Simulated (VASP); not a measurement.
Set up this calculation in VASP 6.6.1, as the native input.

* Task: single point
* Functional: r2SCAN
* Potentials or basis: VASP PAW PBE potentials, release 64 (Rh_pv)
* Cutoff: 440 eV
* k mesh: 15 × 15 × 1
* Occupations: fermi-dirac, width 0.08 eV
* Spin: no spin polarisation
* Dipole correction: yes
* Further INCAR settings: ALGO = Normal; EDIFF = 1e-06; NBANDS = 46

The system is Rh, a slab with vacuum.

```xyz
5
Lattice="2.6875 0.0000 0.0000 -1.3438 2.3275 0.0000 0.0000 0.0000 24.7774" Properties=species:S:1:pos:R:3 pbc="T T T"
Rh    2.0156    0.3879    8.0460
Rh   -0.6719    1.9395   10.1985
Rh    0.6719    1.1637   12.3887
Rh    2.0156    0.3879   14.5789
Rh   -0.6719    1.9395   16.7314
```

The input as run:

POSCAR

```
Rh
1.0
    2.6875107702      0.0000000000      0.0000000000
   -1.3437553851      2.3274526000      0.0000000000
    0.0000000000      0.0000000000     24.7774000000
Rh
5
Direct
    0.8333333333      0.1666666667      0.3247329720
    0.1666666667      0.8333333333      0.4116068306
    0.5000000000      0.5000000000      0.5000000012
    0.8333333333      0.1666666667      0.5883931688
    0.1666666667      0.8333333333      0.6752670274
```

INCAR.step1

```
PREC     = Accurate       # precision mode
ENCUT    = 440            # plane-wave cutoff, eV
ISMEAR   = -1             # smearing method
SIGMA    = 0.08           # smearing width, eV
LREAL    = F              # projectors in reciprocal space
LASPH    = T              # aspherical terms in the spheres
NELM     = 120            # most SCF steps
LDIPOL   = T            
IDIPOL   = 3            
DIPOL    = 0.5 0.5 0.500
NBANDS   = 46             # bands
GGA      = PE             # functional
ALGO     = Normal         # electronic algorithm
EDIFF    = 1E-5           # SCF threshold, eV
LWAVE    = T              # write WAVECAR
LCHARG   = F              # write CHGCAR
GGA_COMPAT= F            
NELMDL   = -8
```

INCAR.step2

```
PREC     = Accurate       # precision mode
ENCUT    = 440            # plane-wave cutoff, eV
EDIFF    = 1E-6           # SCF threshold, eV
ISMEAR   = -1             # smearing method
SIGMA    = 0.08           # smearing width, eV
LREAL    = F              # projectors in reciprocal space
LASPH    = T              # aspherical terms in the spheres
NELM     = 120            # most SCF steps
ALGO     = Normal         # electronic algorithm
ISIF     = 2              # what is computed and relaxed
LWAVE    = F              # write WAVECAR
LCHARG   = T              # write CHGCAR
LDIPOL   = T            
IDIPOL   = 3            
DIPOL    = 0.5 0.5 0.500
METAGGA  = R2SCAN         # meta-GGA
LMIXTAU  = T            
LELF     = T              # ELF
LVHAR    = T            
LVACPOTAV= T            
NBANDS   = 46             # bands
ISTART   = 1            
GGA_COMPAT= F
```

KPOINTS

```
Automatic mesh
0
Gamma
  15 15 1
```

Potentials or basis: VASP PAW PBE potentials, release 64 (Rh_pv).

Run with:

```bash
$ cat potpaw_PBE.64/Rh_pv/POTCAR > POTCAR
$ cp INCAR.step1 INCAR
$ mpirun -np 1 vasp_std > vasp.out
$ cp INCAR.step2 INCAR
$ mpirun -np 1 vasp_std > vasp.out
```

Results of the run:

```
Largest force          : 0.051 eV/Å
Band gap on the k mesh : zero (an odd number of electrons rules out a gap without spin polarisation)
```

Caveat: the PAW data sets were made with another functional, which shifts forces and pressure a little.

Run time: 19 min on 1 thread of Intel Xeon 8259CL, with other jobs on the host, peak memory 0.3 GiB.
